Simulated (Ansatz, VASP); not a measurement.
# One calculation of GaN, two programs

The input POSCAR:

```
GaN
1.0
    0.0000000000      2.1408255771      2.2535006075
    2.1408255771      0.0000000000      2.2535006075
    2.1408255771      2.1408255771      0.0000000000
Ga N
1 1
Direct
    0.0000000000      0.0000000000      0.0000000000
    0.7500000000      0.7500000000      0.7500000000
```

INCAR.step1

```
ALGO     = Normal         # electronic algorithm
EDIFF    = 1E-4           # SCF threshold, eV
ENCUT    = 520            # plane-wave cutoff, eV
GGA      = PE             # functional
ISMEAR   = 0              # smearing method
LASPH    = True           # aspherical terms in the spheres
LCHARG   = False          # write CHGCAR
LREAL    = False          # projectors in reciprocal space
LWAVE    = True           # write WAVECAR
NBANDS   = 16             # bands
NELM     = 60             # most SCF steps
PREC     = Accurate       # precision mode
SIGMA    = 0.05           # smearing width, eV
```

INCAR.step2

```
ALGO     = Normal         # electronic algorithm
EDIFF    = 1E-6           # SCF threshold, eV
ENCUT    = 520            # plane-wave cutoff, eV
ISIF     = 2              # what is computed and relaxed
ISMEAR   = 0              # smearing method
ISTART   = 1            
LASPH    = True           # aspherical terms in the spheres
LCHARG   = False          # write CHGCAR
LMIXTAU  = True         
LREAL    = False          # projectors in reciprocal space
LWAVE    = False          # write WAVECAR
METAGGA  = R2SCAN         # meta-GGA
NBANDS   = 16             # bands
NELM     = 60             # most SCF steps
PREC     = Accurate       # precision mode
SIGMA    = 0.05           # smearing width, eV
```

The input KPOINTS:

```
k-points
0
Gamma
  10 10 10
```

Input for Ansatz:

```yaml
crystal:
  lattice:
    - [0.0, 2.1408255771, 2.2535006075]
    - [2.1408255771, 0.0, 2.2535006075]
    - [2.1408255771, 2.1408255771, 0.0]
  atoms:
    - { symbol: Ga, position: [0.0, 0.0, 0.0] }
    - { symbol: "N", position: [0.75, 0.75, 0.75] }
basis:
  ecutwfc: 500
kpoints:
  mp_grid: { grid: [10, 10, 10] }
hamiltonian:
  xc: r2scan
scf:
  occupations: { method: gaussian, width: 0.05 }
output:
  forces: true
  stress: true
  eigenvalues: true
```

Change from the starting cell: strain -0.050 along x and y, +0.000 along z, atoms carried along.

Alike in both runs: task single point; functional r2SCAN; k mesh 10 × 10 × 10; occupations gaussian, width 0.05 eV; no spin polarisation.

|  | VASP | Ansatz |
| --- | --- | --- |
| version | VASP 6.6.1 | Ansatz 0.2.0 |
| potentials or method | VASP PAW PBE potentials, release 64 (Ga_d, N), cutoff 520 eV | scalar-relativistic, plane waves, PAW |
| valence electrons in the cell | 18 | 18 |

```tsv
	VASP	Ansatz	Ansatz less VASP
gap on the k mesh at the Fermi level (eV)	2.70	2.72	+0.014
least direct gap on the mesh (eV)	2.70	2.72	+0.014
pressure (GPa)	24.4	23.1	-1.39
traceless stress, the component that is largest in VASP (GPa)	-4.59	-4.73	-0.134
```

VASP's potentials were made for PBE, not for r2SCAN.
